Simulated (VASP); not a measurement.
A run of VASP 6.6.1 is set up as follows.

File INCAR:

```
PREC = Accurate
ENCUT = 520
EDIFF = 1E-7
ISMEAR = 0
SIGMA = 0.05
LREAL = False
LASPH = True
NELM = 100
ALGO = Normal
ISIF = 2
LWAVE = False
LCHARG = False
NBANDS = 15
```

KPOINTS

```
Automatic mesh
0
Gamma
  8 8 8
```

The input POSCAR:

```
KF
1.0
    0.0000000000      2.5817196783      2.4849051904
    2.4461793952      0.0000000000      2.4849051904
    2.4461793952      2.5817196783      0.0000000000
K F
1 1
Direct
    0.0000000000      0.0000000000      0.0000000000
    0.5000000000      0.5000000000      0.5000000000
```

Potentials or basis: VASP PAW LDA potentials, release 64 (K_sv, F).

The run is started by

```bash
$ cat potpaw_LDA.64/K_sv/POTCAR potpaw_LDA.64/F/POTCAR > POTCAR
$ mpirun -np 1 vasp_std > vasp.out
```

Task: Estimate the band gap on the k mesh.

Result: 6.75 eV, indirect (least direct gap 6.79 eV).

Task: What does it give for the pressure?

Result: 5.9 GPa.

Stress tensor (GPa, compression positive):
```
9.00 0.00 0.00
0.00 2.00 0.00
0.00 0.00 6.57
```

Caveat: the cell differs from its parent crystal (normal strain along x -0.0525, normal strain along z -0.0375). A k mesh can miss the band edges.
